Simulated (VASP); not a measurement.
# Rh (Fm-3m) in VASP: a series of runs

The runs below take Rh through single point, relaxation of cell and atoms, with HSE06, PBEsol.

All numbers are computed with VASP 6.6.1; they aren't measurements. Logs are shortened: lines on timing, memory, paths and dates and some standing lists are left out, and cuts for length are marked.

## Step 1: The cell of the first run

The structure is cubic, space group Fm-3m (No. 225). Conventional cell: a = 3.744 Å, b = 3.744 Å, c = 3.744 Å, α = 90.00°, β = 90.00°, γ = 90.00°. Rh (site symmetry m-3m) has 12 Rh at 2.65 Å within 3.5 Å.

## Step 2: Single point, HSE06

The input, POSCAR:

```
Rh
1.0
    0.0000000000      1.8722002341      1.8722002341
    1.8722002341      0.0000000000      1.8722002341
    1.8722002341      1.8722002341      0.0000000000
Rh
1
Direct
    0.0000000000      0.0000000000      0.0000000000
```

The input, INCAR.step1:

```
ALGO = Normal
EDIFF = 1E-5
ENCUT = 520
GGA = PE
ISIF = 2
ISMEAR = -1
LASPH = T
LCHARG = F
LREAL = F
LWAVE = T
NBANDS = 14
NELM = 80
PREC = Accurate
SIGMA = 0.05
```

The input, INCAR.step2:

```
ALGO = Normal
EDIFF = 1E-6
ENCUT = 520
GGA = PE
HFSCREEN = 0.2079
ISIF = 2
ISMEAR = -1
ISTART = 1
LASPH = T
LCHARG = F
LHFCALC = T
LREAL = F
LWAVE = F
NBANDS = 14
NELM = 80
PREC = Accurate
PRECFOCK = Normal
SIGMA = 0.05
```

The input, KPOINTS:

```
k-points
0
Gamma
  8 8 8
```

Potentials or basis: VASP PAW PBE potentials, release 64 (Rh_pv).

The run is started by

```bash
$ cat potpaw_PBE.64/Rh_pv/POTCAR > POTCAR
$ cp INCAR.step1 INCAR
$ mpirun -np 1 vasp_std > vasp.out
$ cp INCAR.step2 INCAR
$ mpirun -np 1 vasp_std > vasp.out
```

OUTCAR:

```text
EDIFF = 1E-6
   ENCUT = 520
   GGA = PE
   HFSCREEN = 0.2079
   ISIF = 2
   ISMEAR = -1
   ISTART = 1
   LASPH = T
   LHFCALC = T
   LREAL = F
   NELM = 80
   PREC = Accurate
   PRECFOCK = Normal

 ion  position               nearest neighbor table
   1  0.000  0.000  0.000-

  LATTYP: Found a face centered cubic cell.
 ALAT       =     3.7444004682

  Lattice vectors:

 A1 = (   0.0000000000,   1.8722002341,   1.8722002341)
 A2 = (   1.8722002341,   0.0000000000,   1.8722002341)
 A3 = (   1.8722002341,   1.8722002341,   0.0000000000)

Analysis of symmetry for initial positions (statically):
=====================================================================
 Subroutine PRICEL returns:
 Original cell was already a primitive cell.

 Routine SETGRP: Setting up the symmetry group for a
 face centered cubic supercell.

 Subroutine GETGRP returns: Found 48 space group operations
 (whereof 48 operations were pure point group operations)
 out of a pool of 48 trial point group operations.

The static configuration has the point symmetry O_h .

Analysis of symmetry for dynamics (positions and initial velocities):
=====================================================================
 Subroutine PRICEL returns:
 Original cell was already a primitive cell.

 Routine SETGRP: Setting up the symmetry group for a
 face centered cubic supercell.

 Subroutine GETGRP returns: Found 48 space group operations
 (whereof 48 operations were pure point group operations)
 out of a pool of 48 trial point group operations.

The dynamic configuration has the point symmetry O_h .

 Subroutine INISYM returns: Found 48 space group operations
 (whereof 48 operations are pure point group operations),
 and found     1 'primitive' translations

----------------------------------------------------------------------------------------

                                     Primitive cell

  volume of cell :      13.1246

  direct lattice vectors                    reciprocal lattice vectors
     0.000000000  1.872200234  1.872200234    -0.267065451  0.267065451  0.267065451
     1.872200234  0.000000000  1.872200234     0.267065451 -0.267065451  0.267065451
     1.872200234  1.872200234  0.000000000     0.267065451  0.267065451 -0.267065451

  length of vectors
     2.647690963  2.647690963  2.647690963     0.462570930  0.462570930  0.462570930

  position of ions in fractional coordinates (direct lattice)
     0.000000000  0.000000000  0.000000000

  ion indices of the primitive-cell ions
   primitive index   ion index
                 1           1

----------------------------------------------------------------------------------------

 KPOINTS: k-points

Automatic generation of k-mesh.
 Grid dimensions read from file:
 generate k-points for:    8    8    8

 Generating k-lattice:

  Cartesian coordinates                     Fractional coordinates (reciprocal lattice)
    -0.033383181  0.033383181  0.033383181     0.125000000  0.000000000  0.000000000
     0.033383181 -0.033383181  0.033383181     0.000000000  0.125000000  0.000000000
     0.033383181  0.033383181 -0.033383181     0.000000000  0.000000000  0.125000000

  Length of vectors
     0.057821366  0.057821366  0.057821366

  Shift w.r.t. Gamma in fractional coordinates (k-lattice)
     0.000000000  0.000000000  0.000000000

 Subroutine IBZKPT returns following result:
 ===========================================

 Found     29 irreducible k-points:

 Following reciprocal coordinates:
            Coordinates               Weight
  0.000000  0.000000  0.000000      1.000000
  0.125000  0.000000  0.000000      8.000000
  0.250000  0.000000  0.000000      8.000000
  0.375000  0.000000  0.000000      8.000000
  0.500000  0.000000  0.000000      4.000000
  0.125000  0.125000  0.000000      6.000000
[... 16 lines left out ...]
  0.500000  0.250000  0.125000     48.000000
 -0.375000  0.250000  0.125000     24.000000
 [... further k-points ...]
   k-points           NKPTS =     29   k-points in BZ     NKDIM =    512   number of bands    NBANDS=     14
   number of dos      NEDOS =    301   number of ions     NIONS =      1
   total plane-waves  NPLWV =   8000
   dimension x,y,z NGX =    20 NGY =   20 NGZ =   20
   dimension x,y,z NGXF=    40 NGYF=   40 NGZF=   40
   ions per type =               1
   NGX,Y,Z   is equivalent  to a cutoff of  12.56, 12.56, 12.56 a.u.
   NGXF,Y,Z  is equivalent  to a cutoff of  25.12, 25.12, 25.12 a.u.
 SYSTEM =  unknown system
   PREC   = accura    normal or accurate (medium, high low for compatibility)
   ISTART =      1    job   : 0-new  1-cont  2-samecut
   ICHARG =      0    charge: 1-file 2-atom 10-const
   ISPIN  =      1    spin polarized calculation?
   LNONCOLLINEAR =      F non collinear calculations
   LSORBIT =      F    spin-orbit coupling
   LASPH  =      T    aspherical Exc in radial PAW
   ENCUT  =  520.0 eV  38.22 Ry    6.18 a.u.   4.92  4.92  4.92*2*pi/ulx,y,z
   NELM   =     80;   NELMIN=  2; NELMDL=  0     # of ELM steps
   EDIFF  = 0.1E-05   stopping-criterion for ELM
   LREAL  =      F    real-space projection
   EDIFFG = 0.1E-04   stopping-criterion for IOM
   NSW    =      0    number of steps for IOM
   IBRION =     -1    ionic relax: 0-MD 1-quasi-New 2-CG
   NFREE  =      0    steps in history (QN), initial steepest desc. (CG)
   ISIF   =      2    stress and relaxation
   ISYM   =      3    0-nonsym 1-usesym 2-fastsym
   POTIM  = 0.5000    time-step for ionic-motion
   TEBEG  =    0.0;   TEEND  =   0.0 temperature during run
   PSTRESS=    0.0 pullay stress
   NELECT =      15.0000    total number of electrons
   NUPDOWN=      -1.0000    fix difference up-down
   EMIN   =  10.00;   EMAX   =-10.00  energy-range for DOS
   EFERMI =   0.00;   METHOD = LEGACY
   ISMEAR =    -1;   SIGMA  =   0.05  broadening in eV -4-tet -1-fermi 0-gaus
   EFERMI_NEDOS =   21; number of points for ismear=-14 and -15
   IALGO  =     38    algorithm
   IMIX   =      1    mixing-type and parameters
     AMIX     =   0.40;   BMIX     =  1.00
     AMIX_MAG =   1.60;   BMIX_MAG =  1.00
  volume/ion in A,a.u.               =      13.12        88.57
  Fermi-wavevector in a.u.,A,eV,Ry     =   1.711629  3.234510 39.860630  2.929674
  Thomas-Fermi vector in A             =   2.789708
   LORBIT       =      0    0 simple, 1 ext, 2 COOP (PROOUT), +10 PAW based schemes
   GGA     = PE    functional components
   LHFCALC =     T    Hartree Fock is set to
   PRECFOCK=normal    Normal, Fast or Accurate (Low or Medium for compatibility)
   ENCUT4O =  -1.0   cutoff for four orbital integrals eV
   NKREDX  =     1    reduce k-point grid by
   NKREDY  =     1    reduce k-point grid by
   NKREDZ  =     1    reduce k-point grid by
   AEXX    =    0.2500 exact exchange contribution
   HFSCREEN=    0.2079 screening length (either q_TF or 0.3 A-1)
   HFSCREENC=   0.2079 screening length for correlation (either q_TF or 0.3 A-1)
   ENCUTFOCK=  -1.0 apply spherical cutoff to Coloumb kernel
   IVDW    =     0    specifies the selected vdW correction
   LEPSILON=     F    determine dielectric tensor
   LRPA    =     F    only Hartree local field effects (RPA)
 non-spin polarized calculation
  energy-cutoff  :      520.00
  volume of cell :       13.12
 maximum number of plane-waves:       363
  NGX = 16; NGY = 16; NGZ = 16

 number of electron      14.9999999 magnetization

 Free energy of the ion-electron system (eV)
  ---------------------------------------------------
  ext. energy  EPLUGINS =         0.00000000
  ---------------------------------------------------
  free energy    TOTEN  =        -8.45320595 eV

  energy without entropy =       -8.44449942  energy(sigma->0) =       -8.44885269

 E-fermi :  12.3763     XC(G=0): -11.6164

 val. band max:       12.2636971797   @ k =  -0.3750   0.1250   0.0000
 cond. band min:      12.3956355508   @ k =   0.3750   0.0000   0.0000
 fundamental gap:      0.1319383712
 Fermi energy:        12.3762701246

 k-point     1 :       0.0000    0.0000    0.0000
  band No.  band energies     occupation
      1     -37.1290      2.00000
      2     -37.1289      2.00000
      3     -37.1289      2.00000
      4       3.2503      2.00000
      5       8.4550      2.00000
      6       8.4550      2.00000
      7       8.4550      2.00000
      8      10.5840      2.00000
      9      10.5840      2.00000
     10      29.5178      0.00000
     11      35.5212      0.00000
     12      35.5212      0.00000
     13      35.5212      0.00000
     14      37.8757      0.00000

 k-point     2 :       0.1250    0.0000    0.0000
  band No.  band energies     occupation
      1     -37.2820      2.00000
      2     -37.1508      2.00000
      3     -37.1508      2.00000
      4       3.9573      2.00000
      5       8.2029      2.00000
      6       8.7216      2.00000
      7       8.7216      2.00000
      8      10.5050      2.00000
      9      10.5050      2.00000
     10      30.4826      0.00000
     11      32.8606      0.00000
     12      36.5333      0.00000
     13      36.5333      0.00000
     14      37.8762      0.00000

 k-point     3 :       0.2500    0.0000    0.0000
  band No.  band energies     occupation
      1     -37.6445      2.00000
      2     -37.2036      2.00000
      3     -37.2036      2.00000
      4       5.1762      2.00000
      5       8.5421      2.00000
      6       8.7793      2.00000
      7       8.7793      2.00000
      8      11.0743      2.00000
      9      11.0743      2.00000
     10      29.1385      0.00000
     11      31.4748      0.00000
     12      37.8754      0.00000
     13      39.0160      0.00000
     14      39.0160      0.00000
[... 324 lines left out ...]
 k-point    23 :       0.5000    0.2500    0.1250
  band No.  band energies     occupation
      1     -37.9234      2.00000
      2     -37.5032      2.00000
      3     -37.3296      2.00000
      4       6.3535      2.00000
      5       7.3121      2.00000
      6       8.2458      2.00000
      7       9.9626      2.00000
      8      12.2008      1.94192
      9      16.2855      0.00000
     10      25.7532      0.00000
     11      30.0991      0.00000
     12      31.9295      0.00000
     13      36.8638      0.00000
     14      37.8764      0.00000

 k-point    24 :      -0.3750    0.2500    0.1250
  band No.  band energies     occupation
      1     -38.0031      2.00000
      2     -37.5394      2.00000
      3     -37.3618      2.00000
      4       6.2856      2.00000
      5       6.9903      2.00000
      6       9.1086      2.00000
      7       9.5523      2.00000
      8      12.8973      0.00006
      9      18.7877      0.00000
     10      22.4614      0.00000
     11      30.1010      0.00000
     12      31.2088      0.00000
     13      35.4893      0.00000
     14      37.8758      0.00000

 [... further k-points ...]

------------------------ aborting loop because EDIFF is reached ----------------------------------------

  FORCE on cell =-STRESS in cart. coord.  units (eV):
  Direction    XX          YY          ZZ          XY          YZ          ZX
  --------------------------------------------------------------------------------------
  -------------------------------------------------------------------------------------
  Total        0.8387129      0.8387129      0.8387129     -0.0000000      0.0000000     -0.0000000
  in kB      102.3851572    102.3851572    102.3851572     -0.0000000      0.0000000     -0.0000000
  external PRESSURE =     102.3851572 kB  Pullay stress =       0.0000000 kB

 VOLUME and BASIS-vectors are now :
 -----------------------------------------------------------------------------
  energy-cutoff  :      520.00
  volume of cell :       13.12
      direct lattice vectors                 reciprocal lattice vectors
     0.000000000  1.872200234  1.872200234    -0.267065451  0.267065451  0.267065451
     1.872200234  0.000000000  1.872200234     0.267065451 -0.267065451  0.267065451
     1.872200234  1.872200234  0.000000000     0.267065451  0.267065451 -0.267065451

 POSITION                                       TOTAL-FORCE (eV/Angst)
 -----------------------------------------------------------------------------------
      0.00000      0.00000      0.00000         0.000000      0.000000     -0.000000
 -----------------------------------------------------------------------------------
    total drift:                               -0.000000     -0.000000     -0.000000

  FREE ENERGIE OF THE ION-ELECTRON SYSTEM (eV)
  ---------------------------------------------------
  free  energy   TOTEN  =        -8.4532059469 eV

  energy  without entropy=       -8.4444994248  energy(sigma->0) =       -8.44885269
```

It took 51 min on 1 thread of AMD EPYC 7R13 (Zen 3), shared host; peak memory 0.21 GiB.

What came out:

```
Free energy            : -8.4532 eV
Pressure               : 10.2 GPa
Band gap on the k mesh : zero (an odd number of electrons rules out a gap without spin polarisation)
```

Caveat: the k points lie up to 0.36 Å⁻¹ apart, too coarse for converged energies and pressures of a metal; the PAW data sets were made with another functional, which shifts forces and pressure a little.

## Step 3: Relaxation of cell and atoms, PBEsol, non-collinear spin, zero start, spin-orbit coupling (15.04 Å³/atom)

This run uses another cell than the first one, of 15.04 Å³/atom.

The input, POSCAR:

```
Rh
1.0
    0.0000000000      1.9591128171      1.9591128171
    1.9591128171      0.0000000000      1.9591128171
    1.9591128171      1.9591128171      0.0000000000
Rh
1
Direct
    0.0000000000      0.0000000000      0.0000000000
```

The input, INCAR.step1:

```
SYSTEM = Rh
GGA = PS
LSORBIT = .True.
MAGMOM = 0 0 0
LORBIT = 11
ISMEAR = 1
SIGMA = 0.1
LWAVE = .False.
LCHARG = .False.
NSW = 80
PREC = Accurate
LASPH = .True.
LREAL = .False.
ALGO = Normal
EDIFF = 1E-6
NELM = 200
GGA_COMPAT = .False.
IBRION = 2
ISIF = 3
EDIFFG = -0.005
NELMIN = 4
ENCUT = 370
LMAXMIX = 4
KPAR = 2
POTIM = 0.5
```

The input, INCAR.step3:

```
SYSTEM = Rh
GGA = PS
LSORBIT = .True.
MAGMOM = 0 0 0
LORBIT = 11
ISMEAR = 1
SIGMA = 0.1
LWAVE = .False.
LCHARG = .False.
PREC = Accurate
LASPH = .True.
LREAL = .False.
ALGO = Normal
EDIFF = 1E-6
NELM = 200
GGA_COMPAT = .False.
ISIF = 2
ENCUT = 370
LMAXMIX = 4
KPAR = 2
```

The input, KPOINTS:

```
Automatic mesh
0
Gamma
  13 13 13
  0 0 0
```

Potentials or basis: VASP PAW PBE potentials, release 64 (Rh_pv).

The run is started by

```bash
$ cat potpaw_PBE.64/Rh_pv/POTCAR > POTCAR
$ cp INCAR.step1 INCAR
$ cp POSCAR.step1 POSCAR
$ mpirun -np 2 vasp_ncl > vasp.out
$ cp CONTCAR POSCAR
$ mpirun -np 2 vasp_ncl > vasp.out
$ cp CONTCAR POSCAR
$ cp INCAR.step3 INCAR
$ mpirun -np 2 vasp_ncl > vasp.out
```

It took 87 s on 2 MPI ranks of Intel Xeon 6975P-C (Granite Rapids), shared host; peak memory 0.15 GiB.

Results (log left out):

```yaml
Free_energy: -8.2901 eV
Relaxed_volume: 13.43 Å³/atom
Relaxed_cell: a = 2.668 Å, b = 2.668 Å, c = 2.668 Å, α = 60.00°, β = 60.00°, γ = 60.00°
Space_group_after_relaxing_to_0.1_Å: Fm-3m (No. 225)
Energy_gained_by_relaxing: 124.6 meV/atom
Ionic_steps: 8
Pressure_after_relaxing: 0.0 GPa
Net_moment: 0.00 μB per cell
Valence_electrons_inside_the_program's_atomic_spheres: Rh 13.82
```

Step by step:
```
step  energy change (eV)  largest force (eV/Å)  pressure (GPa)  volume (Å³)
   1              0.0000                0.0000          -25.54        15.04
   2              0.9624                0.0000          148.88        10.40
   3             -0.1402                0.0000           -3.15        13.59
   4             -0.1414                0.0000           -1.03        13.50
   5             -0.1415                0.0000            0.01        13.46
   6             -0.1245                0.0000           -0.71        13.46
   7             -0.1240                0.0000            1.99        13.34
   8             -0.1246                0.0000            0.01        13.43
```

Final structure:
```yaml
crystal:
  lattice:
    - [0.00000, 1.88640, 1.88640]
    - [1.88640, 0.00000, 1.88640]
    - [1.88640, 1.88640, 0.00000]
  atoms:
    - { symbol: Rh, position: [0.00000, 0.00000, 0.00000] }
```

Moments on the atoms (μB; x, y, z):
```
Rh  0.00 0.00 0.00
```

Caveat: the PAW data sets were made with another functional, which shifts forces and pressure a little.

(Continued in part 2 of 2.)
